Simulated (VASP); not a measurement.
Re2C, 6 atoms in the cell. The structure is hexagonal, space group P6_3/mmc (No. 194). Conventional cell: a = 2.847 Å, b = 2.847 Å, c = 9.844 Å, α = 90.00°, β = 90.00°, γ = 120.00°. Re (site symmetry 3m) has 3 C at 2.16 Å and 10 Re at 2.69 to 2.85 Å within 2.9 Å. Within 2.9 Å of C (site symmetry -6m2) lie 6 Re at 2.16 Å and 6 C at 2.85 Å. 

| Item | Value |
| --- | --- |
| Program | VASP 6.6.1 |
| Task | single point |
| Functional | r2SCAN |
| Potentials or basis | VASP PAW PBE potentials, release 64 (Re, C) |
| Cutoff | 520 eV |
| k mesh | 15 × 15 × 4 |
| Occupations | gaussian, width 0.1 eV |
| Spin | no spin polarisation |
| Dipole correction | no |
| Further INCAR settings | ALGO = Normal; EDIFF = 1e-06; NBANDS = 27 |

Potentials or basis: VASP PAW PBE potentials, release 64 (Re, C).

Run with:

```bash
$ cat potpaw_PBE.64/Re/POTCAR potpaw_PBE.64/C/POTCAR > POTCAR
$ cp INCAR.step1 INCAR
$ mpirun -np 1 vasp_std > vasp.out
$ cp INCAR.step2 INCAR
$ mpirun -np 1 vasp_std > vasp.out
```

Hardware: 1 thread of Intel(R) Xeon(R) Platinum 8488C (Sapphire Rapids), with other jobs on the host.

Problem. How long does it take, and how much memory?

Solution. Wall time 8.4 min on 1 thread of Intel(R) Xeon(R) Platinum 8488C (Sapphire Rapids), with other jobs on the host, peak memory 0.29 GiB. Counts: k points 81.
